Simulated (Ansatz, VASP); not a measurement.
Two plane-wave programs on Cs2AgBiBr6

```
Cs Ag Bi Br
1.0
     0.00000    5.74201    5.74201
     5.74201    0.00000    5.74201
     5.74201    5.74201    0.00000
Cs Ag Bi Br
2 1 1 6
Direct
  0.25000 0.25000 0.25000
  0.75000 0.75000 0.75000
  0.50000 0.50000 0.50000
  0.00000 0.00000 0.00000
  0.25131 0.74869 0.25131
  0.25131 0.74869 0.74869
  0.74869 0.25131 0.74869
  0.74869 0.25131 0.25131
  0.25131 0.25131 0.74869
  0.74869 0.74869 0.25131
```

Alike in both runs: functional PBE; k mesh 4 × 4 × 4; occupations gaussian, width 0.02 eV; no spin polarisation.

Ansatz relaxed the structure, and its values are those at the end. VASP's run is a single point on that final structure, the one shown.

```csv
,VASP,Ansatz
version,VASP 6.6.1,Ansatz 0.2.0
potentials or method,"VASP PAW PBE potentials, release 64 (Cs_sv, Ag, Bi_d, Br), cutoff 520 eV","scalar-relativistic, plane waves, PAW"
valence electrons in the cell,86,94
```

|  | VASP | Ansatz | Ansatz less VASP |
| --- | --- | --- | --- |
| gap on the k mesh at the Fermi level (eV) | 1.33 | 1.33 | -0.004 |
| least direct gap on the mesh (eV) | 2.38 | 2.38 | -0.001 |
| pressure (GPa) | 0.0 | 0.0 | +0.01 |

VASP's potentials hold 86 valence electrons a cell and Ansatz's 94, so a difference there can come from the potentials and not from the codes.

Spin-orbit coupling is off throughout.
